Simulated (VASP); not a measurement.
# SiC (F-43m) in VASP: further runs

SiC is run at these levels: PBE; tasks: single point.

All numbers are computed with VASP 6.6.1; they aren't measurements. Logs are shortened: lines on timing, memory, paths and dates and some standing lists are left out, and cuts for length are marked.

**1. The cell of the first run**

Symmetry: F-43m, No. 216, cubic system. Conventional cell: a = 3.822 Å, b = 3.822 Å, c = 3.822 Å, α = 90.00°, β = 90.00°, γ = 90.00°. Within 2.2 Å of Si (site symmetry -43m) lie 4 C at 1.65 Å. C (site symmetry -43m) has 4 Si at 1.65 Å within 2.2 Å.

**2. Single point, PBE**

Input file INCAR:

```
SYSTEM = SiC
ALGO = Normal
EDIFF = 1E-6
ENCUT = 600
GGA = PE
GGA_COMPAT = .False.
ISIF = 2
ISMEAR = 0
LASPH = .True.
LCHARG = .True.
LELF = .True.
LREAL = .False.
LVHAR = .True.
LWAVE = .False.
NBANDS = 11
NELM = 120
PREC = Accurate
SIGMA = 0.02
```

Input file KPOINTS:

```
k-points
0
Gamma
  16 16 16
  0 0 0
```

Input file POSCAR:

```
SiC
1.0
    0.0000000000      1.9109955579      1.9109955579
    1.9109955579      0.0000000000      1.9109955579
    1.9109955579      1.9109955579      0.0000000000
Si C
1 1
Direct
    0.0000000000      0.0000000000      0.0000000000
    0.2500000000      0.2500000000      0.2500000000
```

Potentials or basis: VASP PAW PBE potentials, release 64 (Si, C).

Launch:

```console
cat potpaw_PBE.64/Si/POTCAR potpaw_PBE.64/C/POTCAR > POTCAR
mpirun -np 1 vasp_std > vasp.out
```

OUTCAR:

```text
SYSTEM = SiC
   EDIFF = 1E-6
   ENCUT = 600
   GGA = PE
   ISIF = 2
   ISMEAR = 0
   LASPH = .True.
   LREAL = .False.
   NELM = 120
   PREC = Accurate

 ion  position               nearest neighbor table
   1  0.000  0.000  0.000-   2 1.65   2 1.65   2 1.65   2 1.65
   2  0.250  0.250  0.250-   1 1.65   1 1.65   1 1.65   1 1.65

  LATTYP: Found a face centered cubic cell.
 ALAT       =     3.8219911158

  Lattice vectors:

 A1 = (   0.0000000000,   1.9109955579,   1.9109955579)
 A2 = (   1.9109955579,   0.0000000000,   1.9109955579)
 A3 = (   1.9109955579,   1.9109955579,   0.0000000000)

Analysis of symmetry for initial positions (statically):
=====================================================================
 Subroutine PRICEL returns:
 Original cell was already a primitive cell.

 Routine SETGRP: Setting up the symmetry group for a
 face centered cubic supercell.

 Subroutine GETGRP returns: Found 24 space group operations
 (whereof 24 operations were pure point group operations)
 out of a pool of 48 trial point group operations.

The static configuration has the point symmetry T_d .

Analysis of symmetry for dynamics (positions and initial velocities):
=====================================================================
 Subroutine PRICEL returns:
 Original cell was already a primitive cell.

 Routine SETGRP: Setting up the symmetry group for a
 face centered cubic supercell.

 Subroutine GETGRP returns: Found 24 space group operations
 (whereof 24 operations were pure point group operations)
 out of a pool of 48 trial point group operations.

The dynamic configuration has the point symmetry T_d .

 Subroutine INISYM returns: Found 24 space group operations
 (whereof 24 operations are pure point group operations),
 and found     1 'primitive' translations

----------------------------------------------------------------------------------------

                                     Primitive cell

  volume of cell :      13.9575

  direct lattice vectors                    reciprocal lattice vectors
     0.000000000  1.910995558  1.910995558    -0.261643727  0.261643727  0.261643727
     1.910995558  0.000000000  1.910995558     0.261643727 -0.261643727  0.261643727
     1.910995558  1.910995558  0.000000000     0.261643727  0.261643727 -0.261643727

  length of vectors
     2.702555836  2.702555836  2.702555836     0.453180229  0.453180229  0.453180229

  position of ions in fractional coordinates (direct lattice)
     0.000000000  0.000000000  0.000000000
     0.250000000  0.250000000  0.250000000

  ion indices of the primitive-cell ions
   primitive index   ion index
                 1           1
                 2           2

----------------------------------------------------------------------------------------

 KPOINTS: k-points

Automatic generation of k-mesh.
 Grid dimensions read from file:
 generate k-points for:   16   16   16

 Generating k-lattice:

  Cartesian coordinates                     Fractional coordinates (reciprocal lattice)
    -0.016352733  0.016352733  0.016352733     0.062500000  0.000000000  0.000000000
     0.016352733 -0.016352733  0.016352733     0.000000000  0.062500000  0.000000000
     0.016352733  0.016352733 -0.016352733     0.000000000  0.000000000  0.062500000

  Length of vectors
     0.028323764  0.028323764  0.028323764

  Shift w.r.t. Gamma in fractional coordinates (k-lattice)
     0.000000000  0.000000000  0.000000000

 Subroutine IBZKPT returns following result:
 ===========================================

 Found    145 irreducible k-points:

 Following reciprocal coordinates:
            Coordinates               Weight
  0.000000  0.000000  0.000000      1.000000
  0.062500  0.000000  0.000000      8.000000
  0.125000  0.000000  0.000000      8.000000
  0.187500  0.000000  0.000000      8.000000
  0.250000  0.000000  0.000000      8.000000
  0.312500  0.000000  0.000000      8.000000
[... 16 lines left out ...]
 -0.125000  0.062500  0.000000     24.000000
 -0.062500  0.062500  0.000000     12.000000
 [... further k-points ...]
   k-points           NKPTS =    145   k-points in BZ     NKDIM =    145   number of bands    NBANDS=     11
   number of dos      NEDOS =    301   number of ions     NIONS =      2
   total plane-waves  NPLWV =  13824
   dimension x,y,z NGX =    24 NGY =   24 NGZ =   24
   dimension x,y,z NGXF=    48 NGYF=   48 NGZF=   48
   ions per type =               1   1
   NGX,Y,Z   is equivalent  to a cutoff of  14.76, 14.76, 14.76 a.u.
   NGXF,Y,Z  is equivalent  to a cutoff of  29.53, 29.53, 29.53 a.u.
 SYSTEM =  SiC
   PREC   = accura    normal or accurate (medium, high low for compatibility)
   ISTART =      0    job   : 0-new  1-cont  2-samecut
   ICHARG =      2    charge: 1-file 2-atom 10-const
   ISPIN  =      1    spin polarized calculation?
   LNONCOLLINEAR =      F non collinear calculations
   LSORBIT =      F    spin-orbit coupling
   LASPH  =      T    aspherical Exc in radial PAW
   ENCUT  =  600.0 eV  44.10 Ry    6.64 a.u.   5.40  5.40  5.40*2*pi/ulx,y,z
   NELM   =    120;   NELMIN=  2; NELMDL= -5     # of ELM steps
   EDIFF  = 0.1E-05   stopping-criterion for ELM
   LREAL  =      F    real-space projection
   EDIFFG = 0.1E-04   stopping-criterion for IOM
   NSW    =      0    number of steps for IOM
   IBRION =     -1    ionic relax: 0-MD 1-quasi-New 2-CG
   NFREE  =      0    steps in history (QN), initial steepest desc. (CG)
   ISIF   =      2    stress and relaxation
   ISYM   =      2    0-nonsym 1-usesym 2-fastsym
   POTIM  = 0.5000    time-step for ionic-motion
   TEBEG  =    0.0;   TEEND  =   0.0 temperature during run
   PSTRESS=    0.0 pullay stress
   NELECT =       8.0000    total number of electrons
   NUPDOWN=      -1.0000    fix difference up-down
   EMIN   =  10.00;   EMAX   =-10.00  energy-range for DOS
   EFERMI =   0.00;   METHOD = LEGACY
   ISMEAR =     0;   SIGMA  =   0.02  broadening in eV -4-tet -1-fermi 0-gaus
   EFERMI_NEDOS =   21; number of points for ismear=-14 and -15
   IALGO  =     38    algorithm
   IMIX   =      4    mixing-type and parameters
     AMIX     =   0.40;   BMIX     =  1.00
     AMIX_MAG =   1.60;   BMIX_MAG =  1.00
  volume/ion in A,a.u.               =       6.98        47.10
  Fermi-wavevector in a.u.,A,eV,Ry     =   1.359884  2.569808 25.161038  1.849284
  Thomas-Fermi vector in A             =   2.486594
   LORBIT       =      0    0 simple, 1 ext, 2 COOP (PROOUT), +10 PAW based schemes
   GGA     = PE    functional components
   LHFCALC =     F    Hartree Fock is set to
   AEXX    =    0.0000 exact exchange contribution
   IVDW    =     0    specifies the selected vdW correction
   LEPSILON=     F    determine dielectric tensor
   LRPA    =     F    only Hartree local field effects (RPA)
 non-spin polarized calculation
 Gauss-broadening in eV      SIGMA  =   0.02
  energy-cutoff  :      600.00
  volume of cell :       13.96
 maximum number of plane-waves:       487
 NGX is ok and might be reduce to    24
   NGX = 11   NGY = 11   NGZ = 11

 number of electron       8.0000000 magnetization

 Free energy of the ion-electron system (eV)
  ---------------------------------------------------
  ext. energy  EPLUGINS =         0.00000000
  ---------------------------------------------------
  free energy    TOTEN  =       -12.08420213 eV

  energy without entropy =      -12.08420213  energy(sigma->0) =      -12.08420213

 E-fermi :  13.3439     XC(G=0): -13.1651

 val. band max:       13.1784927055   @ k =  -0.0625   0.0625   0.0000
 cond. band min:      14.0630132138   @ k =   0.5000   0.5000   0.0000
 fundamental gap:      0.8845205084
 Fermi energy:        13.3438955207

 k-point     1 :       0.0000    0.0000    0.0000
  band No.  band energies     occupation
      1      -5.6435      2.00000
      2      13.1648      2.00000
      3      13.1648      2.00000
      4      13.1648      2.00000
      5      23.8487      0.00000
      6      23.8487      0.00000
      7      23.8487      0.00000
      8      24.2474      0.00000
      9      30.3040      0.00000
     10      30.3040      0.00000
     11      34.0781      0.00000

 k-point     2 :       0.0625    0.0000    0.0000
  band No.  band energies     occupation
      1      -5.5408      2.00000
      2      12.7125      2.00000
      3      13.1108      2.00000
      4      13.1108      2.00000
      5      23.6747      0.00000
      6      23.9825      0.00000
      7      23.9825      0.00000
      8      24.6300      0.00000
      9      29.6261      0.00000
     10      29.6261      0.00000
     11      33.5600      0.00000

 k-point     3 :       0.1250    0.0000    0.0000
  band No.  band energies     occupation
      1      -5.2335      2.00000
      2      11.5233      2.00000
      3      12.9652      2.00000
      4      12.9652      2.00000
      5      23.4246      0.00000
      6      24.2688      0.00000
      7      24.2688      0.00000
      8      25.3361      0.00000
      9      28.6214      0.00000
     10      28.6214      0.00000
     11      32.8687      0.00000

 k-point     4 :       0.1875    0.0000    0.0000
  band No.  band energies     occupation
      1      -4.7251      2.00000
      2       9.9070      2.00000
      3      12.7663      2.00000
      4      12.7663      2.00000
      5      23.1640      0.00000
      6      24.3230      0.00000
      7      24.3230      0.00000
      8      25.9600      0.00000
      9      28.2742      0.00000
     10      28.2742      0.00000
     11      32.5471      0.00000
[... 239 lines left out ...]
 k-point    22 :      -0.1875    0.0625    0.0000
  band No.  band energies     occupation
      1      -4.4221      2.00000
      2       9.3406      2.00000
      3      12.0148      2.00000
      4      12.9642      2.00000
      5      23.0946      0.00000
      6      24.0793      0.00000
      7      24.4139      0.00000
      8      25.8979      0.00000
      9      27.2223      0.00000
     10      29.9068      0.00000
     11      33.2063      0.00000

 k-point    23 :      -0.1250    0.0625    0.0000
  band No.  band energies     occupation
      1      -4.9955      2.00000
      2      10.9840      2.00000
      3      12.3062      2.00000
      4      13.1224      2.00000
      5      23.3266      0.00000
      6      24.2206      0.00000
      7      24.6253      0.00000
      8      25.4595      0.00000
      9      27.2899      0.00000
     10      29.4274      0.00000
     11      33.5266      0.00000

 k-point    24 :      -0.0625    0.0625    0.0000
  band No.  band energies     occupation
      1      -5.3699      2.00000
      2      12.2055      2.00000
      3      12.6858      2.00000
      4      13.1785      2.00000
      5      23.4985      0.00000
      6      24.0301      0.00000
      7      24.3472      0.00000
      8      25.0291      0.00000
      9      28.2972      0.00000
     10      29.6118      0.00000
     11      34.0610      0.00000

 [... further k-points ...]
[... 5 lines left out ...]
  --------------------------------------------------------------------------------------
  -------------------------------------------------------------------------------------
  Total       16.2832212     16.2832212     16.2832212     -0.0000000     -0.0000000      0.0000000
  in kB     1869.1401885   1869.1401885   1869.1401885     -0.0000000     -0.0000000      0.0000000
  external PRESSURE =    1869.1401885 kB  Pullay stress =       0.0000000 kB

 VOLUME and BASIS-vectors are now :
 -----------------------------------------------------------------------------
  energy-cutoff  :      600.00
  volume of cell :       13.96
      direct lattice vectors                 reciprocal lattice vectors
     0.000000000  1.910995558  1.910995558    -0.261643727  0.261643727  0.261643727
     1.910995558  0.000000000  1.910995558     0.261643727 -0.261643727  0.261643727
     1.910995558  1.910995558  0.000000000     0.261643727  0.261643727 -0.261643727

 POSITION                                       TOTAL-FORCE (eV/Angst)
 -----------------------------------------------------------------------------------
      0.00000      0.00000      0.00000        -0.000000     -0.000000     -0.000000
      0.95550      0.95550      0.95550         0.000000      0.000000      0.000000
 -----------------------------------------------------------------------------------
    total drift:                               -0.000000     -0.000000     -0.000000

  FREE ENERGIE OF THE ION-ELECTRON SYSTEM (eV)
  ---------------------------------------------------
  free  energy   TOTEN  =       -12.0842021327 eV

  energy  without entropy=      -12.0842021327  energy(sigma->0) =      -12.08420213
```

Wall time 18 s (1 thread of Intel Xeon 8259CL, shared host); peak memory 0.15 GiB.

What came out:

```
Free energy            : -12.0842 eV
Pressure               : 186.9 GPa
Band gap on the k mesh : 0.88 eV (least direct gap 4.79 eV)
```

Caveat: the cell stands under pressure.

(Continued in part 2 of 3.)
